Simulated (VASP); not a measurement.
Wanted: the native input for a VASP 6.6.1 run.

- Task: single point
- Functional: BLYP
- Potentials or basis: VASP PAW PBE potentials, release 64 (Hf_pv, O)
- Cutoff: 520 eV
- k mesh: 8 × 8 × 5
- Occupations: fermi-dirac, width 0.05 eV
- Spin: no spin polarisation
- Dipole correction: no
- Further INCAR settings: ALGO = Normal; EDIFF = 1e-06; NBANDS = 31

The structure of HfO2 lies in POSCAR:

```
HfO2
1.0
    3.5580193300      0.0000000000      0.0000000000
    0.0000000000      3.5580193300      0.0000000000
    0.0000000000      0.0000000000      5.1718612100
Hf O
2 4
Direct
    0.0000000000      0.0000000000      0.0000000000
    0.5000000000      0.5000000000      0.5000000000
    0.0000000000      0.5000000000      0.1972078800
    0.5000000000      0.0000000000      0.3027921200
    0.5000000000      0.0000000000      0.8027921200
    0.0000000000      0.5000000000      0.6972078800
```

The input as run:

INCAR

```
AGGAC = 1.0 ; AGGAX = 1.0
ALDAC = 0.0 ; ALDAX = 1.0
ALGO = Normal ; EDIFF = 1E-6
ENCUT = 520 ; GGA = B5
ISIF = 2 ; ISMEAR = -1
LASPH = True ; LCHARG = False
LREAL = False ; LWAVE = False
NBANDS = 31 ; NELM = 100
PREC = Accurate ; SIGMA = 0.05
```

KPOINTS

```
k-points
0
Gamma
  8 8 5
```

Potentials or basis: VASP PAW PBE potentials, release 64 (Hf_pv, O).

The run is started by

```bash
$ cat potpaw_PBE.64/Hf_pv/POTCAR potpaw_PBE.64/O/POTCAR > POTCAR
$ mpirun -np 1 vasp_std > vasp.out
```

Results of the run:

```
Pressure               : 14.1 GPa
Largest force          : 0.142 eV/Å
Band gap on the k mesh : 4.79 eV (least direct gap 4.85 eV)
```

Caveat: the cell stands under pressure; the PAW data sets were made with another functional, which shifts forces and pressure a little; spin-orbit coupling is left out, which moves the levels of the heavy elements; an odd mesh through Γ misses points on the zone boundary, where band edges can lie.

Wall time 42 s on 1 thread of Intel(R) Xeon(R) 6975P-C (Granite Rapids), with other jobs on the host, peak memory 0.22 GiB.
